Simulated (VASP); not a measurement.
# W (Fm-3m) in VASP: a series of runs

W is run at these levels: PBEsol; tasks: single point.

All numbers are computed with VASP 6.6.1; they aren't measurements. Logs are shortened: lines on timing, memory, paths and dates and some standing lists are left out, and cuts for length are marked.

## (1) The cell of the first run

The structure is cubic, space group Fm-3m (No. 225). Conventional cell: a = 3.998 Å, b = 3.998 Å, c = 3.998 Å, α = 90.00°, β = 90.00°, γ = 90.00°. Within 3.7 Å of W (site symmetry m-3m) lie 12 W at 2.83 Å.

## (2) Single point, PBEsol

Contents of INCAR:

```
SYSTEM = W
PREC = Accurate
ENCUT = 520
EDIFF = 1E-6
ISMEAR = -1
SIGMA = 0.05
LREAL = .FALSE.
LASPH = .TRUE.
NELM = 100
ALGO = Normal
ISIF = 2
LWAVE = .FALSE.
LCHARG = .TRUE.
GGA = PS
LELF = .TRUE.
LVHAR = .TRUE.
NBANDS = 13
```

Contents of KPOINTS:

```
Automatic mesh
0
G
  18 18 18
  0 0 0
```

Contents of POSCAR:

```
W
1.0
    0.0000000000      1.9990855944      1.9990855944
    1.9990855944      0.0000000000      1.9990855944
    1.9990855944      1.9990855944      0.0000000000
W
1
Direct
    0.0000000000      0.0000000000      0.0000000000
```

Potentials or basis: VASP PAW PBE potentials, release 64 (W_sv).

Started as:

```sh
> cat potpaw_PBE.64/W_sv/POTCAR > POTCAR
> mpirun -np 1 vasp_std > vasp.out
```

OUTCAR:

```text
SYSTEM = W
   PREC = Accurate
   ENCUT = 520
   EDIFF = 1E-6
   ISMEAR = -1
   LREAL = .FALSE.
   LASPH = .TRUE.
   NELM = 100
   ISIF = 2
   GGA = PS

 ion  position               nearest neighbor table
   1  0.000  0.000  0.000-

  LATTYP: Found a face centered cubic cell.
 ALAT       =     3.9981711888

  Lattice vectors:

 A1 = (   0.0000000000,   1.9990855944,   1.9990855944)
 A2 = (   1.9990855944,   0.0000000000,   1.9990855944)
 A3 = (   1.9990855944,   1.9990855944,   0.0000000000)

Analysis of symmetry for initial positions (statically):
=====================================================================
 Subroutine PRICEL returns:
 Original cell was already a primitive cell.

 Routine SETGRP: Setting up the symmetry group for a
 face centered cubic supercell.

 Subroutine GETGRP returns: Found 48 space group operations
 (whereof 48 operations were pure point group operations)
 out of a pool of 48 trial point group operations.

The static configuration has the point symmetry O_h .

Analysis of symmetry for dynamics (positions and initial velocities):
=====================================================================
 Subroutine PRICEL returns:
 Original cell was already a primitive cell.

 Routine SETGRP: Setting up the symmetry group for a
 face centered cubic supercell.

 Subroutine GETGRP returns: Found 48 space group operations
 (whereof 48 operations were pure point group operations)
 out of a pool of 48 trial point group operations.

The dynamic configuration has the point symmetry O_h .

 Subroutine INISYM returns: Found 48 space group operations
 (whereof 48 operations are pure point group operations),
 and found     1 'primitive' translations

----------------------------------------------------------------------------------------

                                     Primitive cell

  volume of cell :      15.9781

  direct lattice vectors                    reciprocal lattice vectors
     0.000000000  1.999085594  1.999085594    -0.250114353  0.250114353  0.250114353
     1.999085594  0.000000000  1.999085594     0.250114353 -0.250114353  0.250114353
     1.999085594  1.999085594  0.000000000     0.250114353  0.250114353 -0.250114353

  length of vectors
     2.827133960  2.827133960  2.827133960     0.433210767  0.433210767  0.433210767

  position of ions in fractional coordinates (direct lattice)
     0.000000000  0.000000000  0.000000000

  ion indices of the primitive-cell ions
[... 80 lines left out ...]
   ISIF   =      2    stress and relaxation
   ISYM   =      2    0-nonsym 1-usesym 2-fastsym
   POTIM  = 0.5000    time-step for ionic-motion
   TEBEG  =    0.0;   TEEND  =   0.0 temperature during run
   PSTRESS=    0.0 pullay stress
   NELECT =      14.0000    total number of electrons
   NUPDOWN=      -1.0000    fix difference up-down
   EMIN   =  10.00;   EMAX   =-10.00  energy-range for DOS
   EFERMI =   0.00;   METHOD = LEGACY
   ISMEAR =    -1;   SIGMA  =   0.05  broadening in eV -4-tet -1-fermi 0-gaus
   EFERMI_NEDOS =   21; number of points for ismear=-14 and -15
   IALGO  =     38    algorithm
   IMIX   =      4    mixing-type and parameters
     AMIX     =   0.40;   BMIX     =  1.00
     AMIX_MAG =   1.60;   BMIX_MAG =  1.00
  volume/ion in A,a.u.               =      15.98       107.83
  Fermi-wavevector in a.u.,A,eV,Ry     =   1.566545  2.960340 33.389544  2.454062
  Thomas-Fermi vector in A             =   2.668857
   LORBIT       =      0    0 simple, 1 ext, 2 COOP (PROOUT), +10 PAW based schemes
   GGA     = PS    functional components
   LHFCALC =     F    Hartree Fock is set to
   AEXX    =    0.0000 exact exchange contribution
   IVDW    =     0    specifies the selected vdW correction
   LEPSILON=     F    determine dielectric tensor
   LRPA    =     F    only Hartree local field effects (RPA)
 non-spin polarized calculation
  energy-cutoff  :      520.00
  volume of cell :       15.98
 maximum number of plane-waves:       444
 NGX is ok and might be reduce to    24
   NGX = 11   NGY = 11   NGZ = 11

 number of electron      14.0000000 magnetization

 Free energy of the ion-electron system (eV)
  ---------------------------------------------------
  ext. energy  EPLUGINS =         0.00000000
  ---------------------------------------------------
  free energy    TOTEN  =       -13.31522038 eV

  energy without entropy =      -13.30484089  energy(sigma->0) =      -13.31003063

 E-fermi :  10.6757     XC(G=0): -13.7064

 val. band max:       10.6756933682   @ k =  -0.4444   0.3333   0.0000
 cond. band min:      10.6782346718   @ k =   0.5000   0.1111   0.0000
 fundamental gap:      0.0025413036
 Fermi energy:        10.6757236687

 k-point     1 :       0.0000    0.0000    0.0000
  band No.  band energies     occupation
      1     -62.8925      2.00000
      2     -26.4829      2.00000
      3     -26.4829      2.00000
      4     -26.4829      2.00000
      5       1.5427      2.00000
      6      10.0920      1.99998
      7      10.0920      1.99998
      8      10.0920      1.99998
      9      13.3303      0.00000
     10      13.3303      0.00000
     11      23.5484      0.00000
     12      28.8625      0.00000
     13      28.8625      0.00000
[... 354 lines left out ...]
  band No.  band energies     occupation
      1     -62.8336      2.00000
      2     -27.1037      2.00000
      3     -26.6055      2.00000
      4     -26.5493      2.00000
      5       3.8132      2.00000
      6       8.9772      2.00000
      7      10.5128      1.92588
      8      10.6655      1.10216
      9      12.8207      0.00000
     10      13.8965      0.00000
     11      24.2383      0.00000
     12      27.8214      0.00000
     13      32.0833      0.00000

 [... further k-points ...]

------------------------ aborting loop because EDIFF is reached ----------------------------------------

  FORCE on cell =-STRESS in cart. coord.  units (eV):
  Direction    XX          YY          ZZ          XY          YZ          ZX
  --------------------------------------------------------------------------------------
  -------------------------------------------------------------------------------------
  Total        0.0664929      0.0664929      0.0664929     -0.0000000     -0.0000000      0.0000000
  in kB        6.6674819      6.6674819      6.6674819     -0.0000000     -0.0000000      0.0000000
  external PRESSURE =       6.6674819 kB  Pullay stress =       0.0000000 kB

 VOLUME and BASIS-vectors are now :
 -----------------------------------------------------------------------------
  energy-cutoff  :      520.00
  volume of cell :       15.98
      direct lattice vectors                 reciprocal lattice vectors
     0.000000000  1.999085594  1.999085594    -0.250114353  0.250114353  0.250114353
     1.999085594  0.000000000  1.999085594     0.250114353 -0.250114353  0.250114353
     1.999085594  1.999085594  0.000000000     0.250114353  0.250114353 -0.250114353

 POSITION                                       TOTAL-FORCE (eV/Angst)
 -----------------------------------------------------------------------------------
      0.00000      0.00000      0.00000         0.000000      0.000000      0.000000
 -----------------------------------------------------------------------------------
    total drift:                                0.000000      0.000000     -0.000000

  FREE ENERGIE OF THE ION-ELECTRON SYSTEM (eV)
  ---------------------------------------------------
  free  energy   TOTEN  =       -13.3152203813 eV

  energy  without entropy=      -13.3048408859  energy(sigma->0) =      -13.31003063
```

Wall time 19 s (1 thread of Intel Xeon 6975P-C, shared host); peak memory 0.17 GiB.

What came out:

```
Free energy            : -13.3152 eV
Pressure               : 0.7 GPa
Band gap on the k mesh : zero (band 7 reaches 13.91 eV, above the bottom of band 8 at 10.09 eV)
```

Caveat: the PAW data sets were made with another functional, which shifts forces and pressure a little; spin-orbit coupling is left out, which moves the levels of the heavy elements.

## (3) Single point, PBEsol

This run uses another cell than the first one, of 15.74 Å³/atom, 0.985 times its volume.

Contents of INCAR:

```
  PREC = Accurate
  ENCUT = 520
  EDIFF = 1E-6
  ISMEAR = -1
  SIGMA = 0.05
  LREAL = False
  LASPH = True
  NELM = 80
  ALGO = Normal
  ISIF = 2
  LWAVE = False
  LCHARG = False
  GGA = PS
  NBANDS = 13
```

Contents of KPOINTS:

```
regular mesh
0
Gamma
  19 19 19
```

Contents of POSCAR:

```
W
1.0
    0.0000000000      1.9890397686      1.9890397686
    1.9890397686      0.0000000000      1.9890397686
    1.9890397686      1.9890397686      0.0000000000
W
1
Direct
    0.0000000000      0.0000000000      0.0000000000
```

Potentials or basis: VASP PAW PBE potentials, release 64 (W_sv).

Started as:

```sh
> cat potpaw_PBE.64/W_sv/POTCAR > POTCAR
> mpirun -np 1 vasp_std > vasp.out
```

Wall time 21 s (1 thread of AMD EPYC 9R45 (Zen 5), shared host); peak memory 0.14 GiB.

It converged, with:

- Free energy: -13.3109 eV
- Pressure: 5.2 GPa
- Band gap on the k mesh: zero (band 7 reaches 14.07 eV, above the bottom of band 8 at 10.29 eV)

Levels at points of the mesh, in eV from the Fermi level:
```csv
k point,band 4,band 5,band 6,band 7,band 8,band 9,band 10,band 11
"(0.00, 0.00, 0.00)",-37.11,-9.21,-0.60,-0.60,-0.60,2.71,2.71,12.89
```

Caveat: the PAW data sets were made with another functional, which shifts forces and pressure a little; spin-orbit coupling is left out, which moves the levels of the heavy elements.

## (4) Single point, PBEsol

Contents of INCAR:

```
  PREC = Accurate
  ENCUT = 520
  EDIFF = 1E-6
  ISMEAR = -1
  SIGMA = 0.05
  LREAL = F
  LASPH = T
  NELM = 80
  ALGO = Normal
  ISIF = 2
  LWAVE = F
  LCHARG = F
  GGA = PS
  NBANDS = 13
```

KPOINTS is that of step 3.

Contents of POSCAR:

```
W
1.0
    0.0000000000      1.9990855944      1.9990855944
    1.9990855944      0.0000000000      1.9990855944
    1.9990855944      1.9990855944      0.0000000000
W
1
Direct
    0.0000000000      0.0000000000      0.0000000000
```

Potentials or basis: VASP PAW PBE potentials, release 64 (W_sv).

Started as:

```sh
> cat potpaw_PBE.64/W_sv/POTCAR > POTCAR
> mpirun -np 1 vasp_std > vasp.out
```

OUTCAR:

```text
PREC = Accurate
   ENCUT = 520
   EDIFF = 1E-6
   ISMEAR = -1
   LREAL = F
   LASPH = T
   NELM = 80
   ISIF = 2
   GGA = PS

 ion  position               nearest neighbor table
   1  0.000  0.000  0.000-

  LATTYP: Found a face centered cubic cell.
 ALAT       =     3.9981711888

  Lattice vectors:

 A1 = (   0.0000000000,   1.9990855944,   1.9990855944)
 A2 = (   1.9990855944,   0.0000000000,   1.9990855944)
 A3 = (   1.9990855944,   1.9990855944,   0.0000000000)

Analysis of symmetry for initial positions (statically):
=====================================================================
 Subroutine PRICEL returns:
 Original cell was already a primitive cell.

 Routine SETGRP: Setting up the symmetry group for a
 face centered cubic supercell.

 Subroutine GETGRP returns: Found 48 space group operations
[... 9 lines left out ...]

 Routine SETGRP: Setting up the symmetry group for a
 face centered cubic supercell.

 Subroutine GETGRP returns: Found 48 space group operations
[... 11 lines left out ...]
                                     Primitive cell

  volume of cell :      15.9781

[... 133 lines left out ...]

 E-fermi :  10.6819     XC(G=0): -13.7055

 val. band max:       10.6814129220   @ k =  -0.4211   0.3684   0.0526
 cond. band min:      10.6863089448   @ k =  -0.3158   0.1579   0.0526
 fundamental gap:      0.0048960228
 Fermi energy:        10.6818537056

 k-point     1 :       0.0000    0.0000    0.0000
  band No.  band energies     occupation
      1     -62.8860      2.00000
      2     -26.4770      2.00000
      3     -26.4770      2.00000
      4     -26.4770      2.00000
      5       1.5422      2.00000
      6      10.0944      1.99998
      7      10.0944      1.99998
      8      10.0944      1.99998
      9      13.3336      0.00000
     10      13.3336      0.00000
     11      23.5473      0.00000
     12      28.8620      0.00000
     13      28.8620      0.00000
[... 354 lines left out ...]
  band No.  band energies     occupation
      1     -62.8125      2.00000
      2     -27.2500      2.00000
      3     -26.6184      2.00000
      4     -26.5653      2.00000
      5       4.2878      2.00000
      6       9.0465      2.00000
      7      10.3837      1.99487
      8      10.5341      1.90095
      9      13.2488      0.00000
     10      14.3072      0.00000
     11      23.5634      0.00000
     12      27.8636      0.00000
     13      32.7542      0.00000

 [... further k-points ...]
[... 5 lines left out ...]
  --------------------------------------------------------------------------------------
  -------------------------------------------------------------------------------------
  Total        0.0406073      0.0406073      0.0406073      0.0000000      0.0000000      0.0000000
  in kB        4.0718339      4.0718339      4.0718339      0.0000000      0.0000000      0.0000000
  external PRESSURE =       4.0718339 kB  Pullay stress =       0.0000000 kB

 VOLUME and BASIS-vectors are now :
 -----------------------------------------------------------------------------
  energy-cutoff  :      520.00
  volume of cell :       15.98
      direct lattice vectors                 reciprocal lattice vectors
     0.000000000  1.999085594  1.999085594    -0.250114353  0.250114353  0.250114353
     1.999085594  0.000000000  1.999085594     0.250114353 -0.250114353  0.250114353
     1.999085594  1.999085594  0.000000000     0.250114353  0.250114353 -0.250114353

 POSITION                                       TOTAL-FORCE (eV/Angst)
 -----------------------------------------------------------------------------------
      0.00000      0.00000      0.00000         0.000000      0.000000      0.000000
 -----------------------------------------------------------------------------------
    total drift:                               -0.000000      0.000000      0.000000

  FREE ENERGIE OF THE ION-ELECTRON SYSTEM (eV)
  ---------------------------------------------------
  free  energy   TOTEN  =       -13.3151545869 eV

  energy  without entropy=      -13.3050342785  energy(sigma->0) =      -13.31009443
```

OSZICAR:

```text
N       E                     dE             d eps       ncg     rms          rms(c)
DAV:   1     0.829269457686E+02    0.82927E+02   -0.74752E+03  5738   0.123E+03
DAV:   2    -0.123278711341E+02   -0.95255E+02   -0.91673E+02  6410   0.314E+02
DAV:   3    -0.139721226439E+02   -0.16443E+01   -0.16332E+01  6345   0.399E+01
DAV:   4    -0.139788091527E+02   -0.66865E-02   -0.66862E-02  6425   0.282E+00
DAV:   5    -0.139788661091E+02   -0.56956E-04   -0.56955E-04  6490   0.245E-01    0.207E+01
DAV:   6    -0.134518311586E+02    0.52703E+00   -0.43426E-01  6125   0.863E+00    0.818E+00
DAV:   7    -0.133201585340E+02    0.13167E+00   -0.20562E-01  6420   0.555E+00    0.472E-01
DAV:   8    -0.133151697623E+02    0.49888E-02   -0.41994E-03  5815   0.866E-01    0.510E-02
DAV:   9    -0.133151521306E+02    0.17632E-04   -0.67434E-05  6964   0.927E-02    0.395E-02
DAV:  10    -0.133151543343E+02   -0.22037E-05   -0.60952E-06  6120   0.322E-02    0.481E-03
DAV:  11    -0.133151545869E+02   -0.25266E-06   -0.91385E-08  3395   0.354E-03
   1 F= -.13315155E+02 E0= -.13310094E+02  d E =-.101203E-01
```

It took 22 s on 1 thread of AMD EPYC 9R45 (Zen 5), shared host; peak memory 0.14 GiB.

What came out:

```
Free energy            : -13.3152 eV
Pressure               : 0.4 GPa
Band gap on the k mesh : zero (band 7 reaches 13.77 eV, above the bottom of band 8 at 10.09 eV)
```

Caveat: the PAW data sets were made with another functional, which shifts forces and pressure a little; spin-orbit coupling is left out, which moves the levels of the heavy elements.

## (5) Summary

```csv
cell,k mesh,gap on the mesh (eV),pressure (GPa)
"a = 2.827 Å, angles 60.0°, 1 atom",18 × 18 × 18,none,0.7
"a = 2.813 Å, angles 60.0°, 1 atom",19 × 19 × 19,none,5.2
"a = 2.827 Å, angles 60.0°, 1 atom",19 × 19 × 19,none,0.4
```

Alike in all rows: task single point; level PBEsol; potentials or basis VASP PAW PBE potentials, release 64 (W_sv); no spin polarisation; cutoff (eV) 520; smearing fermi-dirac 0.05 eV.

Caveats: the PAW data sets were made with another functional, which shifts forces and pressure a little; spin-orbit coupling is left out, which moves the levels of the heavy elements.

Absolute energies hang on the potentials; compare differences alone.
